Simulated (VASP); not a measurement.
# TaN (P-6m2) in VASP: notebook, part 2 of 2

VASP 6.6.1. The steps go on from the part before.

## (4) Single point, RPBE

This run uses another cell than the first one, of 11.58 Å³/atom, 1.049 times its volume.

The input, INCAR:

```
SYSTEM = TaN
ALGO = Normal ; EDIFF = 1E-6
ENCUT = 520 ; GGA = RP
ISIF = 2 ; ISMEAR = -1
LASPH = .True. ; LCHARG = .False.
LREAL = .False. ; LWAVE = .False.
NBANDS = 15 ; NELM = 80
PREC = Accurate ; SIGMA = 0.15
```

The input, KPOINTS:

```
k-points
0
Gamma
  9 9 8
  0 0 0
```

The input, POSCAR:

```
TaN
1.0
    3.0096866337      0.0000000000      0.0000000000
   -1.5048433169      2.6064828696      0.0000000000
    0.0000000000      0.0000000000      2.9533446443
Ta N
1 1
Direct
    0.3333333333      0.6666666667      0.5000000000
    0.0000000000      0.0000000000      0.0000000000
```

Potentials or basis: VASP PAW PBE potentials, release 64 (Ta_pv, N).

The run is started by

```console
$ cat potpaw_PBE.64/Ta_pv/POTCAR potpaw_PBE.64/N/POTCAR > POTCAR
$ mpirun -np 1 vasp_std > vasp.out
```

OUTCAR:

```text
SYSTEM = TaN
   EDIFF = 1E-6
   ENCUT = 520
   GGA = RP
   ISIF = 2
   ISMEAR = -1
   LASPH = .True.
   LREAL = .False.
   NELM = 80
   PREC = Accurate

 ion  position               nearest neighbor table
   1  0.333  0.667  0.500-   2 2.28   2 2.28   2 2.28   2 2.28   2 2.28   2 2.28
   2  0.000  0.000  0.000-   1 2.28   1 2.28   1 2.28   1 2.28   1 2.28   1 2.28

  LATTYP: Found a hexagonal cell.
 ALAT       =     3.0096866337
 C/A-ratio  =     0.9812797822

  Lattice vectors:

 A1 = (   3.0096866337,   0.0000000000,   0.0000000000)
 A2 = (  -1.5048433169,   2.6064828696,   0.0000000000)
 A3 = (   0.0000000000,   0.0000000000,   2.9533446443)

Analysis of symmetry for initial positions (statically):
=====================================================================
 Subroutine PRICEL returns:
 Original cell was already a primitive cell.

 Routine SETGRP: Setting up the symmetry group for a
 hexagonal supercell.

 Subroutine GETGRP returns: Found 12 space group operations
 (whereof 12 operations were pure point group operations)
 out of a pool of 24 trial point group operations.

The static configuration has the point symmetry D_3h.

Analysis of symmetry for dynamics (positions and initial velocities):
=====================================================================
 Subroutine PRICEL returns:
 Original cell was already a primitive cell.

 Routine SETGRP: Setting up the symmetry group for a
 hexagonal supercell.

 Subroutine GETGRP returns: Found 12 space group operations
 (whereof 12 operations were pure point group operations)
 out of a pool of 24 trial point group operations.

The dynamic configuration has the point symmetry D_3h.

 Subroutine INISYM returns: Found 12 space group operations
 (whereof 12 operations are pure point group operations),
 and found     1 'primitive' translations

----------------------------------------------------------------------------------------

                                     Primitive cell

  volume of cell :      23.1681

  direct lattice vectors                    reciprocal lattice vectors
     3.009686634  0.000000000  0.000000000     0.332260505  0.191829383  0.000000000
    -1.504843317  2.606482870  0.000000000     0.000000000  0.383658765  0.000000000
     0.000000000  0.000000000  2.953344644     0.000000000  0.000000000  0.338599155

  length of vectors
     3.009686634  3.009702038  2.953344644     0.383660729  0.383658765  0.338599155

  position of ions in fractional coordinates (direct lattice)
     0.333333333  0.666666667  0.500000000
     0.000000000  0.000000000  0.000000000

  ion indices of the primitive-cell ions
   primitive index   ion index
                 1           1
                 2           2

----------------------------------------------------------------------------------------

 KPOINTS: k-points

Automatic generation of k-mesh.
 Grid dimensions read from file:
 generate k-points for:    9    9    8

 Generating k-lattice:

  Cartesian coordinates                     Fractional coordinates (reciprocal lattice)
     0.036917834  0.021314376  0.000000000     0.111111111  0.000000000  0.000000000
[... 40 lines left out ...]
 [... further k-points ...]
   k-points           NKPTS =     60   k-points in BZ     NKDIM =     60   number of bands    NBANDS=     15
   number of dos      NEDOS =    301   number of ions     NIONS =      2
   total plane-waves  NPLWV =  13824
   dimension x,y,z NGX =    24 NGY =   24 NGZ =   24
   dimension x,y,z NGXF=    48 NGYF=   48 NGZF=   48
   ions per type =               1   1
   NGX,Y,Z   is equivalent  to a cutoff of  13.26, 13.26, 13.51 a.u.
   NGXF,Y,Z  is equivalent  to a cutoff of  26.51, 26.51, 27.02 a.u.
 SYSTEM =  TaN
   PREC   = accura    normal or accurate (medium, high low for compatibility)
   ISTART =      0    job   : 0-new  1-cont  2-samecut
   ICHARG =      2    charge: 1-file 2-atom 10-const
   ISPIN  =      1    spin polarized calculation?
   LNONCOLLINEAR =      F non collinear calculations
   LSORBIT =      F    spin-orbit coupling
   LASPH  =      T    aspherical Exc in radial PAW
   ENCUT  =  520.0 eV  38.22 Ry    6.18 a.u.   5.60  5.60  5.49*2*pi/ulx,y,z
   NELM   =     80;   NELMIN=  2; NELMDL= -5     # of ELM steps
   EDIFF  = 0.1E-05   stopping-criterion for ELM
   LREAL  =      F    real-space projection
   EDIFFG = 0.1E-04   stopping-criterion for IOM
   NSW    =      0    number of steps for IOM
   IBRION =     -1    ionic relax: 0-MD 1-quasi-New 2-CG
   NFREE  =      0    steps in history (QN), initial steepest desc. (CG)
   ISIF   =      2    stress and relaxation
   ISYM   =      2    0-nonsym 1-usesym 2-fastsym
   POTIM  = 0.5000    time-step for ionic-motion
   TEBEG  =    0.0;   TEEND  =   0.0 temperature during run
   PSTRESS=    0.0 pullay stress
   NELECT =      16.0000    total number of electrons
   NUPDOWN=      -1.0000    fix difference up-down
   EMIN   =  10.00;   EMAX   =-10.00  energy-range for DOS
   EFERMI =   0.00;   METHOD = LEGACY
   ISMEAR =    -1;   SIGMA  =   0.15  broadening in eV -4-tet -1-fermi 0-gaus
   EFERMI_NEDOS =   21; number of points for ismear=-14 and -15
   IALGO  =     38    algorithm
   IMIX   =      4    mixing-type and parameters
     AMIX     =   0.40;   BMIX     =  1.00
     AMIX_MAG =   1.60;   BMIX_MAG =  1.00
  volume/ion in A,a.u.               =      11.58        78.17
  Fermi-wavevector in a.u.,A,eV,Ry     =   1.447054  2.734536 28.490126  2.093965
  Thomas-Fermi vector in A             =   2.565053
   LORBIT       =      0    0 simple, 1 ext, 2 COOP (PROOUT), +10 PAW based schemes
   GGA     = RP    functional components
   LHFCALC =     F    Hartree Fock is set to
   AEXX    =    0.0000 exact exchange contribution
   IVDW    =     0    specifies the selected vdW correction
   LEPSILON=     F    determine dielectric tensor
   LRPA    =     F    only Hartree local field effects (RPA)
 non-spin polarized calculation
  energy-cutoff  :      520.00
  volume of cell :       23.17
 maximum number of plane-waves:       638
 NGX is ok and might be reduce to    24
   NGX = 11   NGY = 11   NGZ = 11

 number of electron      15.9999998 magnetization

 Free energy of the ion-electron system (eV)
  ---------------------------------------------------
  ext. energy  EPLUGINS =         0.00000000
  ---------------------------------------------------
  free energy    TOTEN  =       -21.38008665 eV

  energy without entropy =      -21.37093872  energy(sigma->0) =      -21.37551269

 E-fermi :   7.6753     XC(G=0): -12.8786

 val. band max:        7.5554718427   @ k =   0.0000   0.0000   0.5000
 cond. band min:       7.6989090095   @ k =   0.0000   0.0000   0.3750
 fundamental gap:      0.1434371668
 Fermi energy:         7.6752511179

 k-point     1 :       0.0000    0.0000    0.0000
  band No.  band energies     occupation
      1     -27.4803      2.00000
      2     -27.2490      2.00000
      3     -27.2490      2.00000
      4      -9.6814      2.00000
      5       3.3662      2.00000
      6       3.3663      2.00000
      7       3.7281      2.00000
      8       4.7887      2.00000
      9       9.2831      0.00004
     10      10.8913      0.00000
     11      10.8914      0.00000
     12      11.2427      0.00000
     13      11.2427      0.00000
     14      20.2633      0.00000
[... 401 lines left out ...]
      2     -27.7523      2.00000
      3     -27.4534      2.00000
      4      -7.4321      2.00000
      5       0.9039      2.00000
      6       1.7879      2.00000
      7       2.5026      2.00000
      8       7.2238      1.90601
      9       9.3477      0.00003
     10       9.8739      0.00000
     11      10.3938      0.00000
     12      14.0831      0.00000
     13      18.3482      0.00000
     14      20.3698      0.00000
     15      20.7753      0.00000

 [... further k-points ...]

------------------------ aborting loop because EDIFF is reached ----------------------------------------

  FORCE on cell =-STRESS in cart. coord.  units (eV):
  Direction    XX          YY          ZZ          XY          YZ          ZX
  --------------------------------------------------------------------------------------
  -------------------------------------------------------------------------------------
  Total       -1.8130441     -1.8130689     -1.8801935      0.0000000      0.0000000      0.0000000
  in kB     -125.3801174   -125.3818287   -130.0237968      0.0000000      0.0000000      0.0000000
  external PRESSURE =    -126.9285810 kB  Pullay stress =       0.0000000 kB

 VOLUME and BASIS-vectors are now :
 -----------------------------------------------------------------------------
  energy-cutoff  :      520.00
  volume of cell :       23.17
      direct lattice vectors                 reciprocal lattice vectors
     3.009686634  0.000000000  0.000000000     0.332260505  0.191829383  0.000000000
    -1.504843317  2.606482870  0.000000000     0.000000000  0.383658765  0.000000000
     0.000000000  0.000000000  2.953344644     0.000000000  0.000000000  0.338599155

 POSITION                                       TOTAL-FORCE (eV/Angst)
 -----------------------------------------------------------------------------------
     -0.00000      1.73766      1.47667        -0.000000      0.000000      0.000000
      0.00000      0.00000      0.00000         0.000000     -0.000000      0.000000
 -----------------------------------------------------------------------------------
    total drift:                                0.000000      0.000229     -0.000000

  FREE ENERGIE OF THE ION-ELECTRON SYSTEM (eV)
  ---------------------------------------------------
  free  energy   TOTEN  =       -21.3800866471 eV

  energy  without entropy=      -21.3709387231  energy(sigma->0) =      -21.37551269
```

stdout:

```text
POSCAR found type information on POSCAR TaN
 POSCAR found :  2 types and       2 ions
 scaLAPACK will be used
 -----------------------------------------------------------------------------
|                                                                             |
|                                                                             |
|     You enforced a specific xc type in the INCAR file but a different       |
|     I HOPE YOU KNOW WHAT YOU ARE DOING!                                     |
|                                                                             |
 -----------------------------------------------------------------------------

 LDA part: xc-table for (Slater+PW92), standard interpolation
 POSCAR, INCAR and KPOINTS ok, starting setup
 FFT: planning ... GRIDC
 FFT: planning ... GRID_SOFT
 FFT: planning ... GRID
 WAVECAR not read
 entering main loop
```

Wall time 23 s (1 thread of AMD EPYC 7R43 (Zen 3), shared host); peak memory 0.12 GiB.

What came out:

| Property | Result |
| --- | --- |
| Free energy | -21.3801 eV |
| Pressure | -12.7 GPa |
| Band gap on the k mesh | zero (band 8 reaches 7.73 eV, above the bottom of band 9 at 7.56 eV) |

Levels at points of the mesh, in eV from the Fermi level:
```tsv
k point	band 5	band 6	band 7	band 8	band 9	band 10	band 11	band 12
(0.00, 0.00, 0.00)	-4.31	-4.31	-3.95	-2.89	1.61	3.22	3.22	3.57
(0.00, 0.00, 0.50)	-8.96	-3.55	-3.55	-0.12	-0.12	2.13	3.08	3.08
```

Caveat: the PAW data sets were made with another functional, which shifts forces and pressure a little; spin-orbit coupling is left out, which moves the levels of the heavy elements.

## (5) Single point, RPBE

This run uses another cell than the first one, of 11.85 Å³/atom, 1.073 times its volume.

The input, INCAR:

```
SYSTEM = TaN
PREC = Accurate
ENCUT = 520
EDIFF = 1E-7
ISMEAR = -1
SIGMA = 0.15
LREAL = .False.
LASPH = .True.
NELM = 60
ALGO = Normal
ISIF = 2
LWAVE = .False.
LCHARG = .False.
GGA = RP
NBANDS = 15
```

The input, KPOINTS:

```
Automatic mesh
0
Gamma
  9 9 8
  0 0 0
```

The input, POSCAR:

```
TaN
1.0
    3.0328389792      0.0000000000      0.0000000000
   -1.5164194896      2.6265335258      0.0000000000
    0.0000000000      0.0000000000      2.9760635729
Ta N
1 1
Direct
    0.3333333333      0.6666666667      0.5000000000
    0.0000000000      0.0000000000      0.0000000000
```

The run is started by

```console
$ cat potpaw_PBE.64/Ta_pv/POTCAR potpaw_PBE.64/N/POTCAR > POTCAR
$ mpirun -np 1 vasp_std > vasp.out
```

It took 34 s on 1 thread of AMD EPYC 7R43 (Zen 3), shared host; peak memory 0.12 GiB.

The run converged. Its results:

```
Free energy            : -21.3278 eV
Pressure               : -18.5 GPa
Band gap on the k mesh : zero (band 8 reaches 7.50 eV, above the bottom of band 9 at 7.33 eV)
```

Stress tensor (GPa, compression positive):
```
-18.13   0.00   0.00
  0.00 -18.13   0.00
  0.00   0.00 -19.26
```

Levels at points of the mesh, in eV from the Fermi level:
```csv
k point,band 6,band 7,band 8,band 9,band 10,band 11
"(0.00, 0.00, 0.00)",-4.21,-3.85,-2.85,1.45,3.12,3.12
"(0.00, 0.00, 0.50)",-3.47,-3.47,-0.11,-0.11,2.07,3.02
```

Caveat: the PAW data sets were made with another functional, which shifts forces and pressure a little; spin-orbit coupling is left out, which moves the levels of the heavy elements.

## (6) Summary

| cell | gap on the mesh (eV) | pressure (GPa) |
| --- | --- | --- |
| a = 2.962, b = 2.962, c = 2.907 Å, angles 90.0, 90.0, 120.0°, 2 atoms | none | 1.5 |
| a = 2.986, b = 2.986, c = 2.930 Å, angles 90.0, 90.0, 120.0°, 2 atoms | none | -6.1 |
| a = 3.010, b = 3.010, c = 2.953 Å, angles 90.0, 90.0, 120.0°, 2 atoms | none | -12.7 |
| a = 3.033, b = 3.033, c = 2.976 Å, angles 90.0, 90.0, 120.0°, 2 atoms | none | -18.5 |

Alike in all rows: task single point; level RPBE; potentials or basis VASP PAW PBE potentials, release 64 (Ta_pv, N); no spin polarisation; k mesh 9 × 9 × 8; cutoff (eV) 520; smearing fermi-dirac 0.15 eV.

Caveats: the PAW data sets were made with another functional, which shifts forces and pressure a little; spin-orbit coupling is left out, which moves the levels of the heavy elements.

Total energies depend on the potentials used, so only differences within one code and one set of settings carry meaning.
